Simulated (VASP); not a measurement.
# NaI in VASP: a series of runs

Aim: see how the results for NaI move with the level of theory and the settings. Levels: PBEsol, r2SCAN+rVV10. Tasks: single point, relaxation of cell and atoms.

Everything below comes from runs of VASP 6.6.1. Logs are shortened: lines on timing, memory, paths and dates and some standing lists are left out, and cuts for length are marked.

## (1) The cell of the first run

Symmetry: F-43m, No. 216, cubic system. Conventional cell: a = 7.059 Å, b = 7.059 Å, c = 7.059 Å, α = 90.00°, β = 90.00°, γ = 90.00°. Within 4.0 Å of Na (site symmetry -43m) lie 4 I at 3.06 Å. I (site symmetry -43m) has 4 Na at 3.06 Å within 4.0 Å.

## (2) Single point, PBEsol

The input, INCAR:

```
SYSTEM = NaI
ALGO = Normal
EDIFF = 1E-7
ENCUT = 520
GGA = PS
ISIF = 2
ISMEAR = -1
LASPH = .True.
LCHARG = .False.
LREAL = .False.
LWAVE = .False.
NBANDS = 14
NELM = 80
PREC = Accurate
SIGMA = 0.03
```

The input, KPOINTS:

```
k-points
0
Gamma
  6 6 6
  0 0 0
```

The input, POSCAR:

```
NaI
1.0
    0.0000000000      3.5293822109      3.5293822109
    3.5293822109      0.0000000000      3.5293822109
    3.5293822109      3.5293822109      0.0000000000
Na I
1 1
Direct
    0.0000000000      0.0000000000      0.0000000000
    0.2500000000      0.2500000000      0.2500000000
```

Potentials or basis: VASP PAW PBE potentials, release 64 (Na_pv, I).

The run is started by

```console
> cat potpaw_PBE.64/Na_pv/POTCAR potpaw_PBE.64/I/POTCAR > POTCAR
> mpirun -np 1 vasp_std > vasp.out
```

OUTCAR:

```text
SYSTEM = NaI
   EDIFF = 1E-7
   ENCUT = 520
   GGA = PS
   ISIF = 2
   ISMEAR = -1
   LASPH = .True.
   LREAL = .False.
   NELM = 80
   PREC = Accurate

 ion  position               nearest neighbor table
   1  0.000  0.000  0.000-   2 3.06   2 3.06   2 3.06   2 3.06
   2  0.250  0.250  0.250-   1 3.06   1 3.06   1 3.06   1 3.06

  LATTYP: Found a face centered cubic cell.
 ALAT       =     7.0587644218

  Lattice vectors:

 A1 = (   0.0000000000,   3.5293822109,   3.5293822109)
 A2 = (   3.5293822109,   0.0000000000,   3.5293822109)
 A3 = (   3.5293822109,   3.5293822109,   0.0000000000)

Analysis of symmetry for initial positions (statically):
=====================================================================
 Subroutine PRICEL returns:
 Original cell was already a primitive cell.

 Routine SETGRP: Setting up the symmetry group for a
 face centered cubic supercell.

 Subroutine GETGRP returns: Found 24 space group operations
 (whereof 24 operations were pure point group operations)
 out of a pool of 48 trial point group operations.

The static configuration has the point symmetry T_d .

Analysis of symmetry for dynamics (positions and initial velocities):
=====================================================================
 Subroutine PRICEL returns:
 Original cell was already a primitive cell.

 Routine SETGRP: Setting up the symmetry group for a
 face centered cubic supercell.

 Subroutine GETGRP returns: Found 24 space group operations
 (whereof 24 operations were pure point group operations)
 out of a pool of 48 trial point group operations.

The dynamic configuration has the point symmetry T_d .

 Subroutine INISYM returns: Found 24 space group operations
 (whereof 24 operations are pure point group operations),
 and found     1 'primitive' translations

----------------------------------------------------------------------------------------

                                     Primitive cell

  volume of cell :      87.9278

  direct lattice vectors                    reciprocal lattice vectors
     0.000000000  3.529382211  3.529382211    -0.141667853  0.141667853  0.141667853
     3.529382211  0.000000000  3.529382211     0.141667853 -0.141667853  0.141667853
     3.529382211  3.529382211  0.000000000     0.141667853  0.141667853 -0.141667853

  length of vectors
     4.991300189  4.991300189  4.991300189     0.245375919  0.245375919  0.245375919

  position of ions in fractional coordinates (direct lattice)
     0.000000000  0.000000000  0.000000000
     0.250000000  0.250000000  0.250000000

  ion indices of the primitive-cell ions
   primitive index   ion index
                 1           1
                 2           2

----------------------------------------------------------------------------------------

 KPOINTS: k-points

Automatic generation of k-mesh.
 Grid dimensions read from file:
 generate k-points for:    6    6    6

 Generating k-lattice:

  Cartesian coordinates                     Fractional coordinates (reciprocal lattice)
    -0.023611309  0.023611309  0.023611309     0.166666667  0.000000000  0.000000000
     0.023611309 -0.023611309  0.023611309     0.000000000  0.166666667  0.000000000
     0.023611309  0.023611309 -0.023611309     0.000000000  0.000000000  0.166666667

  Length of vectors
     0.040895987  0.040895987  0.040895987

  Shift w.r.t. Gamma in fractional coordinates (k-lattice)
     0.000000000  0.000000000  0.000000000

 Subroutine IBZKPT returns following result:
 ===========================================

 Found     16 irreducible k-points:

 Following reciprocal coordinates:
            Coordinates               Weight
  0.000000  0.000000  0.000000      1.000000
  0.166667  0.000000  0.000000      8.000000
  0.333333  0.000000  0.000000      8.000000
  0.500000  0.000000  0.000000      4.000000
  0.166667  0.166667  0.000000      6.000000
  0.333333  0.166667  0.000000     24.000000
[... 8 lines left out ...]
 -0.333333  0.333333  0.166667     24.000000
 -0.333333  0.500000  0.166667     12.000000
   k-points           NKPTS =     16   k-points in BZ     NKDIM =     16   number of bands    NBANDS=     14
   number of dos      NEDOS =    301   number of ions     NIONS =      2
   total plane-waves  NPLWV =  64000
   dimension x,y,z NGX =    40 NGY =   40 NGZ =   40
   dimension x,y,z NGXF=    80 NGYF=   80 NGZF=   80
   ions per type =               1   1
   NGX,Y,Z   is equivalent  to a cutoff of  13.32, 13.32, 13.32 a.u.
   NGXF,Y,Z  is equivalent  to a cutoff of  26.65, 26.65, 26.65 a.u.
 SYSTEM =  NaI
   PREC   = accura    normal or accurate (medium, high low for compatibility)
   ISTART =      0    job   : 0-new  1-cont  2-samecut
   ICHARG =      2    charge: 1-file 2-atom 10-const
   ISPIN  =      1    spin polarized calculation?
   LNONCOLLINEAR =      F non collinear calculations
   LSORBIT =      F    spin-orbit coupling
   LASPH  =      T    aspherical Exc in radial PAW
   ENCUT  =  520.0 eV  38.22 Ry    6.18 a.u.   9.28  9.28  9.28*2*pi/ulx,y,z
   NELM   =     80;   NELMIN=  2; NELMDL= -5     # of ELM steps
   EDIFF  = 0.1E-06   stopping-criterion for ELM
   LREAL  =      F    real-space projection
   EDIFFG = 0.1E-05   stopping-criterion for IOM
   NSW    =      0    number of steps for IOM
   IBRION =     -1    ionic relax: 0-MD 1-quasi-New 2-CG
   NFREE  =      0    steps in history (QN), initial steepest desc. (CG)
   ISIF   =      2    stress and relaxation
   ISYM   =      2    0-nonsym 1-usesym 2-fastsym
   POTIM  = 0.5000    time-step for ionic-motion
   TEBEG  =    0.0;   TEEND  =   0.0 temperature during run
   PSTRESS=    0.0 pullay stress
   NELECT =      14.0000    total number of electrons
   NUPDOWN=      -1.0000    fix difference up-down
   EMIN   =  10.00;   EMAX   =-10.00  energy-range for DOS
   EFERMI =   0.00;   METHOD = LEGACY
   ISMEAR =    -1;   SIGMA  =   0.03  broadening in eV -4-tet -1-fermi 0-gaus
   EFERMI_NEDOS =   21; number of points for ismear=-14 and -15
   IALGO  =     38    algorithm
   IMIX   =      4    mixing-type and parameters
     AMIX     =   0.40;   BMIX     =  1.00
     AMIX_MAG =   1.60;   BMIX_MAG =  1.00
  volume/ion in A,a.u.               =      43.96       296.68
  Fermi-wavevector in a.u.,A,eV,Ry     =   0.887310  1.676773 10.712131  0.787319
  Thomas-Fermi vector in A             =   2.008592
   LORBIT       =      0    0 simple, 1 ext, 2 COOP (PROOUT), +10 PAW based schemes
   GGA     = PS    functional components
   LHFCALC =     F    Hartree Fock is set to
   AEXX    =    0.0000 exact exchange contribution
   IVDW    =     0    specifies the selected vdW correction
   LEPSILON=     F    determine dielectric tensor
   LRPA    =     F    only Hartree local field effects (RPA)
 non-spin polarized calculation
  energy-cutoff  :      520.00
  volume of cell :       87.93
 maximum number of plane-waves:      2421
 NGX is ok and might be reduce to    40
   NGX = 19   NGY = 19   NGZ = 19

 number of electron      14.0000004 magnetization

 Free energy of the ion-electron system (eV)
  ---------------------------------------------------
  ext. energy  EPLUGINS =         0.00000000
  ---------------------------------------------------
  free energy    TOTEN  =        -5.49560021 eV

  energy without entropy =       -5.49560021  energy(sigma->0) =       -5.49560021

 E-fermi :  -0.4998     XC(G=0):  -6.6221

 val. band max:       -1.1286219410   @ k =   0.0000   0.0000   0.0000
 cond. band min:       2.6128768530   @ k =   0.0000   0.0000   0.0000
 fundamental gap:      3.7414987940
 Fermi energy:        -0.4997928168

 k-point     1 :       0.0000    0.0000    0.0000
  band No.  band energies     occupation
      1     -23.0346      2.00000
      2     -23.0346      2.00000
      3     -23.0346      2.00000
      4     -11.6078      2.00000
      5      -1.1286      2.00000
      6      -1.1286      2.00000
      7      -1.1286      2.00000
      8       2.6129      0.00000
      9       6.7402      0.00000
     10       6.7402      0.00000
     11       6.7402      0.00000
     12       8.5369      0.00000
     13       8.5369      0.00000
     14       9.8422      0.00000

 k-point     2 :       0.1667    0.0000    0.0000
  band No.  band energies     occupation
      1     -23.0353      2.00000
      2     -23.0347      2.00000
      3     -23.0347      2.00000
      4     -11.5749      2.00000
      5      -1.5308      2.00000
      6      -1.1643      2.00000
      7      -1.1643      2.00000
      8       3.2055      0.00000
      9       6.3809      0.00000
     10       6.8911      0.00000
     11       6.8911      0.00000
     12       8.1257      0.00000
     13       8.1257      0.00000
     14       9.5777      0.00000

 k-point     3 :       0.3333    0.0000    0.0000
  band No.  band energies     occupation
      1     -23.0368      2.00000
      2     -23.0349      2.00000
      3     -23.0349      2.00000
      4     -11.5074      2.00000
      5      -2.1412      2.00000
      6      -1.2329      2.00000
      7      -1.2329      2.00000
      8       4.0423      0.00000
      9       6.2742      0.00000
     10       6.6846      0.00000
     11       6.6846      0.00000
     12       8.7541      0.00000
     13       8.7541      0.00000
     14       9.0353      0.00000

 k-point     4 :       0.5000    0.0000    0.0000
  band No.  band energies     occupation
      1     -23.0375      2.00000
      2     -23.0350      2.00000
      3     -23.0350      2.00000
      4     -11.4727      2.00000
      5      -2.3934      2.00000
      6      -1.2658      2.00000
      7      -1.2658      2.00000
      8       4.2352      0.00000
      9       6.4942      0.00000
     10       6.4942      0.00000
     11       6.5181      0.00000
     12       9.3735      0.00000
     13      10.1362      0.00000
     14      10.1362      0.00000

 k-point     5 :       0.1667    0.1667    0.0000
  band No.  band energies     occupation
      1     -23.0354      2.00000
      2     -23.0348      2.00000
      3     -23.0348      2.00000
      4     -11.5640      2.00000
      5      -1.5311      2.00000
      6      -1.2395      2.00000
      7      -1.2395      2.00000
      8       3.4021      0.00000
      9       6.0967      0.00000
     10       7.1204      0.00000
     11       7.1383      0.00000
[... 140 lines left out ...]
 k-point    14 :       0.5000    0.3333    0.1667
  band No.  band energies     occupation
      1     -23.0371      2.00000
      2     -23.0355      2.00000
      3     -23.0352      2.00000
      4     -11.4626      2.00000
      5      -2.1098      2.00000
      6      -1.6352      2.00000
      7      -1.3884      2.00000
      8       4.7829      0.00000
      9       5.7216      0.00000
     10       5.9551      0.00000
     11       7.6590      0.00000
     12       8.3449      0.00000
     13      10.0589      0.00000
     14      10.7706      0.00000

 k-point    15 :      -0.3333    0.3333    0.1667
  band No.  band energies     occupation
      1     -23.0373      2.00000
      2     -23.0357      2.00000
      3     -23.0353      2.00000
      4     -11.4396      2.00000
      5      -2.1274      2.00000
      6      -1.7913      2.00000
      7      -1.4590      2.00000
      8       5.0605      0.00000
      9       5.5144      0.00000
     10       6.4899      0.00000
     11       7.3051      0.00000
     12       8.6267      0.00000
     13       9.8190      0.00000
     14      10.6214      0.00000

 k-point    16 :      -0.3333    0.5000    0.1667
  band No.  band energies     occupation
      1     -23.0375      2.00000
      2     -23.0357      2.00000
      3     -23.0355      2.00000
      4     -11.4285      2.00000
      5      -2.1403      2.00000
      6      -1.7490      2.00000
      7      -1.5825      2.00000
      8       4.5374      0.00000
      9       5.6339      0.00000
     10       7.0184      0.00000
     11       7.2663      0.00000
     12       9.5160      0.00000
     13      10.2872      0.00000
     14      10.6747      0.00000

------------------------ aborting loop because EDIFF is reached ----------------------------------------

  FORCE on cell =-STRESS in cart. coord.  units (eV):
  Direction    XX          YY          ZZ          XY          YZ          ZX
  --------------------------------------------------------------------------------------
  -------------------------------------------------------------------------------------
  Total        0.0195167      0.0195167      0.0195167      0.0000000      0.0000000      0.0000000
  in kB        0.3556232      0.3556232      0.3556232      0.0000000      0.0000000      0.0000000
  external PRESSURE =       0.3556232 kB  Pullay stress =       0.0000000 kB

 VOLUME and BASIS-vectors are now :
 -----------------------------------------------------------------------------
  energy-cutoff  :      520.00
  volume of cell :       87.93
      direct lattice vectors                 reciprocal lattice vectors
     0.000000000  3.529382211  3.529382211    -0.141667853  0.141667853  0.141667853
     3.529382211  0.000000000  3.529382211     0.141667853 -0.141667853  0.141667853
     3.529382211  3.529382211  0.000000000     0.141667853  0.141667853 -0.141667853

 POSITION                                       TOTAL-FORCE (eV/Angst)
 -----------------------------------------------------------------------------------
      0.00000      0.00000      0.00000        -0.000000     -0.000000     -0.000000
      1.76469      1.76469      1.76469         0.000000      0.000000      0.000000
 -----------------------------------------------------------------------------------
    total drift:                               -0.000000     -0.000000     -0.000000

  FREE ENERGIE OF THE ION-ELECTRON SYSTEM (eV)
  ---------------------------------------------------
  free  energy   TOTEN  =        -5.4956002082 eV

  energy  without entropy=       -5.4956002081  energy(sigma->0) =       -5.49560021
```

Run time: 14 s. Hardware: 1 thread of Intel Xeon 6975P-C (Granite Rapids), shared host; peak memory 0.23 GiB.

Results:

* Free energy: -5.4956 eV
* Pressure: 0.0 GPa
* Band gap on the k mesh: 3.74 eV

Levels at points of the mesh, in eV from the valence-band top:
```tsv
k point	band 4	band 5	band 6	band 7	band 8	band 9	band 10	band 11
(0.00, 0.00, 0.00)	-10.48	0.00	0.00	0.00	3.74	7.87	7.87	7.87
(0.50, 0.00, 0.00)	-10.34	-1.26	-0.14	-0.14	5.36	7.62	7.62	7.65
(0.50, 0.50, 0.00)	-10.30	-1.17	-0.41	-0.41	5.08	6.16	9.02	10.42
```

Caveat: the structure was generated, so it needn't be the stable form of NaI; the PAW data sets were made with another functional, which shifts forces and pressure a little; spin-orbit coupling is left out, which moves the levels of the heavy elements.

## (3) Single point, r2SCAN+rVV10

This run uses another cell than the first one, of 43.30 Å³/atom.

The input, POSCAR:

```
NaI
1.0
    0.0000000000      3.5114535345      3.5114535345
    3.5114535345      0.0000000000      3.5114535345
    3.5114535345      3.5114535345      0.0000000000
Na I
1 1
Direct
    0.0000000000      0.0000000000      0.0000000000
    0.2500000000      0.2500000000      0.2500000000
```

The input, INCAR.step1:

```
  PREC = Accurate
  ENCUT = 520
  ISMEAR = -1
  SIGMA = 0.03
  LREAL = F
  LASPH = T
  NELM = 60
  NBANDS = 14
  GGA = PE
  ALGO = Normal
  EDIFF = 1E-4
  LWAVE = T
  LCHARG = F
```

The input, INCAR.step2:

```
  PREC = Accurate
  ENCUT = 520
  EDIFF = 1E-6
  ISMEAR = -1
  SIGMA = 0.03
  LREAL = F
  LASPH = T
  NELM = 60
  ALGO = Normal
  ISIF = 2
  LWAVE = F
  LCHARG = F
  METAGGA = R2SCAN
  LMIXTAU = T
  LUSE_VDW = T
  IVDW_NL = 2
  BPARAM = 11.95
  CPARAM = 0.0093
  NBANDS = 14
  ISTART = 1
```

The input, KPOINTS:

```
Automatic mesh
0
Gamma
  6 6 6
```

Potentials or basis: VASP PAW PBE potentials, release 64 (Na_pv, I).

The run is started by

```console
> cat potpaw_PBE.64/Na_pv/POTCAR potpaw_PBE.64/I/POTCAR > POTCAR
> cp INCAR.step1 INCAR
> mpirun -np 1 vasp_std > vasp.out
> cp INCAR.step2 INCAR
> mpirun -np 1 vasp_std > vasp.out
```

Wall time 1.7 min (1 thread of Intel Xeon 6975P-C (Granite Rapids), shared host); peak memory 0.48 GiB.

Results (log left out):

| Property | Result |
| --- | --- |
| Free energy | -30.3528 eV |
| Pressure | 0.0 GPa |
| Band gap on the k mesh | 4.36 eV |

Levels at points of the mesh, in eV from the valence-band top:
```csv
k point,band 3,band 4,band 5,band 6,band 7,band 8,band 9,band 10,band 11,band 12
"(0.00, 0.00, 0.00)",-22.79,-10.78,0.00,0.00,0.00,4.36,8.57,8.57,8.57,10.29
"(0.50, 0.00, 0.00)",-22.79,-10.63,-1.29,-0.14,-0.14,6.06,8.12,8.20,8.20,11.33
"(0.50, 0.50, 0.00)",-22.79,-10.58,-1.18,-0.42,-0.42,5.43,6.81,9.93,11.28,11.28
```

Caveat: the structure was generated, so it needn't be the stable form of NaI; the PAW data sets were made with another functional, which shifts forces and pressure a little; spin-orbit coupling is left out, which moves the levels of the heavy elements.

## (4) Relaxation of cell and atoms, PBEsol

This run uses another cell than the first one, of 37.33 Å³/atom.

The input, INCAR:

```
SYSTEM = NaI
ALGO = Normal ; EDIFF = 1E-7
EDIFFG = -0.01 ; ENCUT = 600
GGA = PS ; IBRION = 2
ISIF = 3 ; ISMEAR = -1
LASPH = .True. ; LCHARG = .False.
LREAL = .False. ; LWAVE = .False.
NELM = 80 ; NSW = 100
PREC = Accurate ; SIGMA = 0.03
```

The input, KPOINTS:

```
k-points
0
Gamma
  6 6 6
  0 0 0
```

The input, POSCAR:

```
NaI
1.0
    0.0000000000      3.3420497682      3.3420497682
    3.3420497682      0.0000000000      3.3420497682
    3.3420497682      3.3420497682      0.0000000000
Na I
1 1
Direct
    0.0000000000      0.0000000000      0.0000000000
    0.2500000000      0.2500000000      0.2500000000
```

The run is started by

```console
> cat potpaw_PBE.64/Na_pv/POTCAR potpaw_PBE.64/I/POTCAR > POTCAR
> mpirun -np 1 vasp_std > vasp.out
```

Wall time 45 s (1 thread of Intel Xeon 6975P-C (Granite Rapids), shared host); peak memory 0.24 GiB.

The run converged. Its results:

- Free energy: -5.4952 eV
- Relaxed volume: 44.04 Å³/atom
- Relaxed cell: a = 4.994 Å, b = 4.994 Å, c = 4.994 Å, α = 60.00°, β = 60.00°, γ = 60.00°
- Space group after relaxing (to 0.1 Å): F-43m (No. 216)
- Energy gained by relaxing: 49.7 meV/atom
- Ionic steps: 4
- Pressure after relaxing: 0.0 GPa
- Band gap on the k mesh: 3.74 eV

The path:
```csv
step,energy change (eV),largest force (eV/Å),pressure (GPa),volume (Å³)
1,0.0000,0.0000,2.75,74.66
2,-0.0806,0.0000,1.01,81.79
3,-0.0987,0.0000,0.18,86.85
4,-0.0994,0.0000,0.02,88.08
```

Final structure:
```yaml
crystal:
  lattice:
    - [0.00000, 3.53139, 3.53139]
    - [3.53139, 0.00000, 3.53139]
    - [3.53139, 3.53139, 0.00000]
  atoms:
    - { symbol: Na, position: [0.00000, 0.00000, 0.00000] }
    - { symbol: I, position: [0.25000, 0.25000, 0.25000] }
```

Levels at points of the mesh, in eV from the valence-band top:
```tsv
k point	band 5	band 6	band 7	band 8	band 9	band 10
(0.00, 0.00, 0.00)	0.00	0.00	0.00	3.74	7.87	7.87
(0.50, 0.00, 0.00)	-1.26	-0.14	-0.14	5.36	7.62	7.62
(0.50, 0.50, 0.00)	-1.16	-0.41	-0.41	5.08	6.16	9.01
```

Caveat: the volume moved by over 15 % at a fixed basis, so the end points are rough; the structure was generated, so it needn't be the stable form of NaI; the PAW data sets were made with another functional, which shifts forces and pressure a little; spin-orbit coupling is left out, which moves the levels of the heavy elements.

[end of part 1 of 2]
